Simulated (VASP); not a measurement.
CdS, 2 atoms in the cell. It takes space group F-43m (No. 216, cubic). The conventional cell has a = 5.796 Å, b = 5.796 Å, c = 5.796 Å, α = 90.00°, β = 90.00°, γ = 90.00°. Within 3.3 Å of Cd (site symmetry -43m) lie 4 S at 2.51 Å. S (site symmetry -43m) has 4 Cd at 2.51 Å within 3.3 Å.  This cell differs from its parent crystal: volume scaled by 0.98.

| Quantity | Value |
| --- | --- |
| Program | VASP 6.6.1 |
| Task | single point |
| Functional | revPBE |
| Dispersion | D3(BJ) |
| Potentials or basis | VASP PAW PBE potentials, release 64 (Cd, S) |
| Cutoff | 520 eV |
| k mesh | 8 × 8 × 8 |
| Occupations | gaussian, width 0.05 eV |
| Spin | no spin polarisation |
| Dipole correction | no |
| Further INCAR settings | ALGO = Normal; EDIFF = 1e-06; NBANDS = 16 |

Potentials or basis: VASP PAW PBE potentials, release 64 (Cd, S).

The run is started by

```console
$ cat potpaw_PBE.64/Cd/POTCAR potpaw_PBE.64/S/POTCAR > POTCAR
$ mpirun -np 1 vasp_std > vasp.out
```

Hardware: 1 thread of Intel(R) Xeon(R) Platinum 8259CL CPU @ 2.50GHz (Skylake/Cascade Lake), on a shared host.

Q: How long does it take, and how much memory?

A: It took 22 s on 1 thread of Intel(R) Xeon(R) Platinum 8259CL CPU @ 2.50GHz (Skylake/Cascade Lake), on a shared host, peak memory 0.19 GiB. Counts: scf iterations 14, k points 29.
